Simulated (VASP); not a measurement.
**Mg5O: single point with PBE**

Crystal: Mg5O.

```
Mg O
1.0
     3.13681    0.00000    0.00000
    -1.56841    2.71656    0.00000
     0.00000    0.00000   12.82168
Mg O
5 1
Direct
  0.33333 0.66667 0.09569
  0.66667 0.33333 0.90431
  0.00000 0.00000 0.50000
  0.33333 0.66667 0.70272
  0.66667 0.33333 0.29728
  0.00000 0.00000 0.00000
```

```json
{
  "Program": "VASP 6.6.1",
  "Task": "single point",
  "Functional": "PBE",
  "Potentials or basis": "VASP PAW PBE potentials, release 64 (Mg, O)",
  "Cutoff": "600 eV",
  "k mesh": "6 × 6 × 2",
  "Occupations": "gaussian, width 0.1 eV",
  "Spin": "no spin polarisation"
}
```

The pressure is 0.2 GPa and the largest force is 0.052 eV/Å. The band gap on the k mesh is zero (band 8 reaches 3.86 eV, above the bottom of band 9 at 2.35 eV).

Forces in eV/Å, atoms in the order of the input:
```
Mg   0.000  0.000  0.052
Mg   0.000  0.000 -0.052
Mg   0.000  0.000  0.000
Mg   0.000  0.000 -0.006
Mg   0.000  0.000  0.006
O    0.000  0.000  0.000
```

Stress tensor (GPa, compression positive):
```
0.20 0.00 0.00
0.00 0.20 0.00
0.00 0.00 0.31
```

Levels at points of the mesh, in eV from the Fermi level:
| k point | band 6 | band 7 | band 8 | band 9 | band 10 | band 11 |
| --- | --- | --- | --- | --- | --- | --- |
| (0.00, 0.00, 0.00) | -4.47 | -4.47 | -2.39 | -1.36 | 2.16 | 2.53 |
| (0.50, 0.00, 0.00) | -2.06 | -1.46 | -1.26 | -0.22 | -0.17 | 1.23 |
| (0.00, 0.00, 0.50) | -4.47 | -4.08 | -3.53 | 0.07 | 0.41 | 4.02 |
| (0.50, 0.00, 0.50) | -1.97 | -1.51 | -1.16 | -0.70 | 0.40 | 1.19 |

Run time: 46 s on 1 thread of Intel(R) Xeon(R) Platinum 8259CL CPU @ 2.50GHz (Skylake/Cascade Lake), with other jobs on the host, peak memory 0.27 GiB.

Caveat: the k points lie up to 0.39 Å⁻¹ apart.
